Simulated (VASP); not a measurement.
A run of VASP 6.6.1 is set up as follows.

INCAR

```
  ALGO = Fast
  EDIFF = 1E-6
  ENCUT = 520
  GGA = CA
  ISIF = 2
  ISMEAR = -1
  LASPH = T
  LCHARG = F
  LREAL = F
  LWAVE = F
  NBANDS = 24
  NELM = 80
  PREC = Accurate
  SIGMA = 0.05
```

KPOINTS

```
k-points
0
Gamma
  10 10 10
```

POSCAR

```
Ag
1.0
    1.4730471633      0.8504641763      7.2046500000
   -1.4730471633      0.8504641763      7.2046500000
    0.0000000000     -1.7009283525      7.2046500000
Ag
3
Direct
    0.2222810000      0.2222810000      0.2222810000
    0.7777190000      0.7777190000      0.7777190000
    0.0000000000      0.0000000000      0.0000000000
```

Potentials or basis: VASP PAW LDA potentials, release 64 (Ag).

Command:

```bash
$ cat potpaw_LDA.64/Ag/POTCAR > POTCAR
$ mpirun -np 1 vasp_std > vasp.out
```

**Question.** Predict the band gap on the k mesh.

**Answer.** Zero (an odd number of electrons rules out a gap without spin polarisation).

**Question.** What does it give for the pressure?

**Answer.** -11.3 GPa.

Stress tensor (GPa, compression positive):
```
-11.11   0.00   0.00
  0.00 -11.11   0.00
  0.00   0.00 -11.65
```

Caveat: the cell stands under tension.
